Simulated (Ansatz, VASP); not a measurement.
## One calculation of Na, two programs

INCAR

```
  ALGO = Normal
  EDIFF = 1E-8
  ENCUT = 520
  GGA = PE
  ISIF = 2
  ISMEAR = -1
  LASPH = True
  LCHARG = False
  LEFG = True
  LREAL = False
  LWAVE = False
  NBANDS = 10
  NELM = 80
  PREC = Accurate
  SIGMA = 0.08
```

File KPOINTS:

```
k-points
0
Gamma
  13 13 13
```

POSCAR

```
Na
1.0
   -2.0798100732      2.0798100732      2.0798100732
    2.0798100732     -2.0798100732      2.0798100732
    2.0798100732      2.0798100732     -2.0798100732
Na
1
Direct
    0.0000000000      0.0000000000      0.0000000000
```

Input for Ansatz:

```yaml
crystal:
  lattice:
    - [-2.0798100732, 2.0798100732, 2.0798100732]
    - [2.0798100732, -2.0798100732, 2.0798100732]
    - [2.0798100732, 2.0798100732, -2.0798100732]
  atoms:
    - { symbol: Na, position: [0.0, 0.0, 0.0] }
kpoints:
  mp_grid: { grid: [13, 13, 13] }
scf:
  occupations: { method: fermi_dirac, width: 0.08 }
hamiltonian:
  xc: pbe
  pseudopotentials: { kind: paw }
output:
  forces: true
  stress: true
  eigenvalues: true
  efg: { contact_densities: true }
```

Change from the starting cell: volume scaled by 0.975, PAW files.

Alike in both runs: task electric field gradients; functional PBE; k mesh 13 × 13 × 13; occupations fermi-dirac, width 0.08 eV; no spin polarisation.

```csv
,VASP,Ansatz
version,VASP 6.6.1,Ansatz 0.2.0
potentials or method,"VASP PAW PBE potentials, release 64 (Na_pv)","PAW with Ansatz's default frozen-core files, scalar-relativistic"
plane-wave cutoff (eV),520,420
valence electrons in the cell,7,9
```

|  | VASP | Ansatz | Ansatz less VASP |
| --- | --- | --- | --- |
| pressure (GPa) | 0.2 | 0.2 | 0.00 |

VASP's potentials hold 7 valence electrons a cell and Ansatz's 9, so a difference there can come from the potentials and not from the codes.
